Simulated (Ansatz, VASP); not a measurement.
One calculation of ZnAu, two programs

File POSCAR:

```
ZnAu
1.0
    3.1470000000      0.0000000000      0.0000000000
    0.0000000000      3.1470000000      0.0000000000
    0.0000000000      0.0000000000      3.1470000000
Zn Au
1 1
Direct
    0.5000000000      0.5000000000      0.5000000000
    0.0000000000      0.0000000000      0.0000000000
```

Contents of INCAR.step1:

```
SYSTEM = ZnAu
ALGO = Normal
EDIFF = 1E-4
ENCUT = 520
GGA = PE
ISMEAR = 0
LASPH = .True.
LCHARG = .False.
LREAL = .False.
LWAVE = .True.
NBANDS = 18
NELM = 100
PREC = Accurate
SIGMA = 0.1
```

INCAR.step2

```
SYSTEM = ZnAu
ALGO = Normal
EDIFF = 1E-6
ENCUT = 520
ISIF = 2
ISMEAR = 0
ISTART = 1
LASPH = .True.
LCHARG = .False.
LMIXTAU = .True.
LREAL = .False.
LWAVE = .False.
METAGGA = R2SCAN
NBANDS = 18
NELM = 100
PREC = Accurate
SIGMA = 0.1
```

File KPOINTS:

```
k-points
0
Gamma
  6 6 6
  0 0 0
```

Input for Ansatz:

```yaml
crystal:
  lattice:
    - [3.147, 0.0, 0.0]
    - [0.0, 3.147, 0.0]
    - [0.0, 0.0, 3.147]
  atoms:
    - { symbol: Zn, position: [0.5, 0.5, 0.5] }
    - { symbol: Au, position: [0.0, 0.0, 0.0] }
basis:
  ecutwfc: 500
kpoints:
  mp_grid: { grid: [6, 6, 6] }
hamiltonian:
  xc: r2scan
scf:
  occupations: { method: gaussian, width: 0.1 }
output:
  forces: true
  stress: true
  eigenvalues: true
```

Alike in both runs: task single point; functional r2SCAN; k mesh 6 × 6 × 6; occupations gaussian, width 0.1 eV; no spin polarisation.

```csv
,VASP,Ansatz
version,VASP 6.6.1,Ansatz 0.2.0
potentials or method,"VASP PAW PBE potentials, release 64 (Zn, Au), cutoff 520 eV","scalar-relativistic, plane waves, PAW"
valence electrons in the cell,23,31
```

```csv
,VASP,Ansatz,Ansatz less VASP
gap on the k mesh at the Fermi level (eV),none,none,-
pressure (GPa),0.7,0.3,-0.35
```

VASP's potentials were made for PBE, not for r2SCAN. A gap of «none» marks a metal or a gap that the smearing closes. With one functional, cell and mesh, what is left measures potentials, basis and numerics. VASP's potentials hold 23 valence electrons a cell and Ansatz's 31, so a difference there can come from the potentials and not from the codes.

Spin-orbit coupling is off throughout.
